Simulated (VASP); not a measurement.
# Mo (Im-3m) in VASP: single point with r2SCAN

Aim: the single point of Mo with r2SCAN.

All numbers are computed with VASP 6.6.1; they aren't measurements. Logs are shortened: lines on timing, memory, paths and dates and some standing lists are left out, and cuts for length are marked.

## 1. The cell of the first run

Symmetry: Im-3m, No. 229, cubic system. The conventional cell has a = 3.152 Å, b = 3.152 Å, c = 3.152 Å, α = 90.00°, β = 90.00°, γ = 90.00°. Within 3.6 Å of Mo (site symmetry m-3m) lie 14 Mo at 2.73 to 3.15 Å.

## 2. Single point, r2SCAN

POSCAR

```
Mo
1.0
    3.1515933535      0.0000000000      0.0000000000
    0.0000000000      3.1515933535      0.0000000000
    0.0000000000      0.0000000000      3.1515933535
Mo
2
Direct
    0.0000000000      0.0000000000      0.0000000000
    0.5000000000      0.5000000000      0.5000000000
```

INCAR.step1

```
SYSTEM = Mo
PREC = Accurate
ENCUT = 520
ISMEAR = -1
SIGMA = 0.05
LREAL = .False.
LASPH = .True.
NELM = 60
NBANDS = 21
GGA = PE
ALGO = Normal
EDIFF = 1E-4
LWAVE = .True.
LCHARG = .False.
```

INCAR.step2

```
SYSTEM = Mo
PREC = Accurate
ENCUT = 520
EDIFF = 1E-6
ISMEAR = -1
SIGMA = 0.05
LREAL = .False.
LASPH = .True.
NELM = 60
ALGO = Normal
ISIF = 2
LWAVE = .False.
LCHARG = .False.
METAGGA = R2SCAN
LMIXTAU = .True.
NBANDS = 21
ISTART = 1
```

KPOINTS

```
regular mesh
0
Gamma
  14 14 14
  0 0 0
```

Potentials or basis: VASP PAW PBE potentials, release 64 (Mo_sv).

Run with:

```
$ cat potpaw_PBE.64/Mo_sv/POTCAR > POTCAR
$ cp INCAR.step1 INCAR
$ mpirun -np 1 vasp_std > vasp.out
$ cp INCAR.step2 INCAR
$ mpirun -np 1 vasp_std > vasp.out
```

OUTCAR:

```text
SYSTEM = Mo
   PREC = Accurate
   ENCUT = 520
   EDIFF = 1E-6
   ISMEAR = -1
   LREAL = .False.
   LASPH = .True.
   NELM = 60
   ISIF = 2
   METAGGA = R2SCAN
   ISTART = 1

 ion  position               nearest neighbor table
   1  0.000  0.000  0.000-   2 2.73   2 2.73   2 2.73   2 2.73   2 2.73   2 2.73   2 2.73   2 2.73

   2  0.500  0.500  0.500-   1 2.73   1 2.73   1 2.73   1 2.73   1 2.73   1 2.73   1 2.73   1 2.73

  LATTYP: Found a simple cubic cell.
 ALAT       =     3.1515933535

  Lattice vectors:

 A1 = (   3.1515933535,   0.0000000000,   0.0000000000)
 A2 = (   0.0000000000,   3.1515933535,   0.0000000000)
 A3 = (   0.0000000000,   0.0000000000,   3.1515933535)

Analysis of symmetry for initial positions (statically):
=====================================================================
 Subroutine PRICEL returns following result:

  LATTYP: Found a body centered cubic cell.
 ALAT       =     3.1515933535

  Lattice vectors:

 A1 = (   1.5757966768,   1.5757966768,  -1.5757966767)
 A2 = (  -1.5757966768,   1.5757966767,   1.5757966767)
 A3 = (   1.5757966768,  -1.5757966767,   1.5757966768)

   2 primitive cells build up your supercell.

 Routine SETGRP: Setting up the symmetry group for a
 simple cubic supercell.

 Subroutine GETGRP returns: Found 48 space group operations
 (whereof 48 operations were pure point group operations)
 out of a pool of 48 trial point group operations.

The static configuration has the point symmetry O_h .

Analysis of symmetry for dynamics (positions and initial velocities):
=====================================================================
 Subroutine PRICEL returns following result:

  LATTYP: Found a body centered cubic cell.
 ALAT       =     3.1515933535

  Lattice vectors:

 A1 = (   1.5757966768,   1.5757966768,  -1.5757966767)
 A2 = (  -1.5757966768,   1.5757966767,   1.5757966767)
 A3 = (   1.5757966768,  -1.5757966767,   1.5757966768)

   2 primitive cells build up your supercell.

 Routine SETGRP: Setting up the symmetry group for a
 simple cubic supercell.

 Subroutine GETGRP returns: Found 48 space group operations
[... 90 lines left out ...]
   NGXF,Y,Z  is equivalent  to a cutoff of  25.32, 25.32, 25.32 a.u.
 SYSTEM =  Mo
   PREC   = accura    normal or accurate (medium, high low for compatibility)
   ISTART =      1    job   : 0-new  1-cont  2-samecut
   ICHARG =      0    charge: 1-file 2-atom 10-const
   ISPIN  =      1    spin polarized calculation?
   LNONCOLLINEAR =      F non collinear calculations
   LSORBIT =      F    spin-orbit coupling
   LASPH  =      T    aspherical Exc in radial PAW
   ENCUT  =  520.0 eV  38.22 Ry    6.18 a.u.   5.86  5.86  5.86*2*pi/ulx,y,z
   NELM   =     60;   NELMIN=  2; NELMDL=  0     # of ELM steps
   EDIFF  = 0.1E-05   stopping-criterion for ELM
   LREAL  =      F    real-space projection
   EDIFFG = 0.1E-04   stopping-criterion for IOM
   NSW    =      0    number of steps for IOM
   IBRION =     -1    ionic relax: 0-MD 1-quasi-New 2-CG
   NFREE  =      0    steps in history (QN), initial steepest desc. (CG)
   ISIF   =      2    stress and relaxation
   ISYM   =      2    0-nonsym 1-usesym 2-fastsym
   POTIM  = 0.5000    time-step for ionic-motion
   TEBEG  =    0.0;   TEEND  =   0.0 temperature during run
   PSTRESS=    0.0 pullay stress
   NELECT =      28.0000    total number of electrons
   NUPDOWN=      -1.0000    fix difference up-down
   EMIN   =  10.00;   EMAX   =-10.00  energy-range for DOS
   EFERMI =   0.00;   METHOD = LEGACY
   ISMEAR =    -1;   SIGMA  =   0.05  broadening in eV -4-tet -1-fermi 0-gaus
   EFERMI_NEDOS =   21; number of points for ismear=-14 and -15
   IALGO  =     38    algorithm
   IMIX   =      4    mixing-type and parameters
     AMIX     =   0.40;   BMIX     =  1.00
     AMIX_MAG =   1.60;   BMIX_MAG =  1.00
  volume/ion in A,a.u.               =      15.65       105.62
  Fermi-wavevector in a.u.,A,eV,Ry     =   1.577359  2.980777 33.852149  2.488063
  Thomas-Fermi vector in A             =   2.678053
   LORBIT       =      0    0 simple, 1 ext, 2 COOP (PROOUT), +10 PAW based schemes
   METAGGA = R2SCAN    functional components
   LHFCALC =     F    Hartree Fock is set to
   AEXX    =    0.0000 exact exchange contribution
   IVDW    =     0    specifies the selected vdW correction
   LEPSILON=     F    determine dielectric tensor
   LRPA    =     F    only Hartree local field effects (RPA)
 non-spin polarized calculation
  energy-cutoff  :      520.00
  volume of cell :       31.30
 maximum number of plane-waves:       866
 NGX is ok and might be reduce to    24
   NGX = 11   NGY = 11   NGZ = 11

 number of electron      28.0000004 magnetization

 Free energy of the ion-electron system (eV)
  ---------------------------------------------------
  ext. energy  EPLUGINS =         0.00000000
  ---------------------------------------------------
  free energy    TOTEN  =       -52.15591974 eV

  energy without entropy =      -52.14328356  energy(sigma->0) =      -52.14960165

 E-fermi :  12.5652     XC(G=0): -14.6300

 val. band max:       12.5608595783   @ k =   0.4286   0.1429   0.0714
 cond. band min:      12.5683424055   @ k =   0.5000   0.1429   0.0000
 fundamental gap:      0.0074828272
 Fermi energy:        12.5652464983

 k-point     1 :       0.0000    0.0000    0.0000
  band No.  band energies     occupation
      1     -50.7017      2.00000
      2     -50.2068      2.00000
      3     -24.2054      2.00000
      4     -24.2054      2.00000
      5     -24.2054      2.00000
      6     -23.1759      2.00000
[... 565 lines left out ...]
     20      18.6753      0.00000
     21      25.2648      0.00000

 [... further k-points ...]

------------------------ aborting loop because EDIFF is reached ----------------------------------------

  FORCE on cell =-STRESS in cart. coord.  units (eV):
  Direction    XX          YY          ZZ          XY          YZ          ZX
  --------------------------------------------------------------------------------------
  -------------------------------------------------------------------------------------
  Total        0.2199248      0.2199248      0.2199248     -0.0000000      0.0000000     -0.0000000
  in kB       11.2562617     11.2562617     11.2562617     -0.0000000      0.0000000     -0.0000000
  external PRESSURE =      11.2562617 kB  Pullay stress =       0.0000000 kB

 VOLUME and BASIS-vectors are now :
 -----------------------------------------------------------------------------
  energy-cutoff  :      520.00
  volume of cell :       31.30
      direct lattice vectors                 reciprocal lattice vectors
     3.151593354  0.000000000  0.000000000     0.317299819  0.000000000  0.000000000
     0.000000000  3.151593354  0.000000000     0.000000000  0.317299819  0.000000000
     0.000000000  0.000000000  3.151593354     0.000000000  0.000000000  0.317299819

 POSITION                                       TOTAL-FORCE (eV/Angst)
 -----------------------------------------------------------------------------------
      0.00000      0.00000      0.00000         0.000000      0.000000      0.000000
      1.57580      1.57580      1.57580        -0.000000     -0.000000     -0.000000
 -----------------------------------------------------------------------------------
    total drift:                                0.000000      0.000000     -0.000000

  FREE ENERGIE OF THE ION-ELECTRON SYSTEM (eV)
  ---------------------------------------------------
  free  energy   TOTEN  =       -52.1559197358 eV

  energy  without entropy=      -52.1432835604  energy(sigma->0) =      -52.14960165
```

OSZICAR.step1:

```text
N       E                     dE             d eps       ncg     rms          rms(c)
DAV:   1     0.272609178585E+03    0.27261E+03   -0.16776E+04  5040   0.139E+03
DAV:   2    -0.174298818468E+02   -0.29004E+03   -0.28099E+03  5674   0.432E+02
DAV:   3    -0.231641723803E+02   -0.57343E+01   -0.56577E+01  5716   0.617E+01
DAV:   4    -0.231899602672E+02   -0.25788E-01   -0.25782E-01  5608   0.447E+00
DAV:   5    -0.231901392743E+02   -0.17901E-03   -0.17900E-03  5813   0.358E-01    0.207E+01
DAV:   6    -0.220359722051E+02    0.11542E+01   -0.21021E+00  5445   0.128E+01    0.565E+00
DAV:   7    -0.218752818682E+02    0.16069E+00   -0.44600E-01  5818   0.544E+00    0.133E+00
DAV:   8    -0.218674810847E+02    0.78008E-02   -0.81891E-03  5150   0.925E-01    0.272E-01
DAV:   9    -0.218675679336E+02   -0.86849E-04   -0.37367E-04  5850   0.193E-01
   1 F= -.21867568E+02 E0= -.21860823E+02  d E =-.134895E-01
```

It took 49 s on 1 thread of Intel Xeon 6975P-C (Granite Rapids), shared host; peak memory 0.18 GiB.

What came out:

```yaml
Free_energy: -52.1559 eV
Pressure: 1.1 GPa
Band_gap_on_the_k_mesh: zero (bands 14 and 15 overlap by 2.24 eV)
```

Levels at points of the mesh, in eV from the Fermi level:
| k point | band 12 | band 13 | band 14 | band 15 | band 16 | band 17 |
| --- | --- | --- | --- | --- | --- | --- |
| (0.00, 0.00, 0.00) | -1.46 | -1.46 | -1.46 | 1.87 | 1.87 | 4.09 |
| (0.50, 0.00, 0.00) | -2.74 | -0.71 | -0.71 | -0.71 | -0.71 | 0.87 |
| (0.50, 0.50, 0.00) | -3.62 | 1.54 | 1.54 | 1.85 | 1.85 | 2.55 |
| (0.50, 0.50, 0.50) | -2.84 | -2.84 | -2.84 | 2.68 | 2.68 | 2.68 |

Caveat: the PAW data sets were made with another functional, which shifts forces and pressure a little.
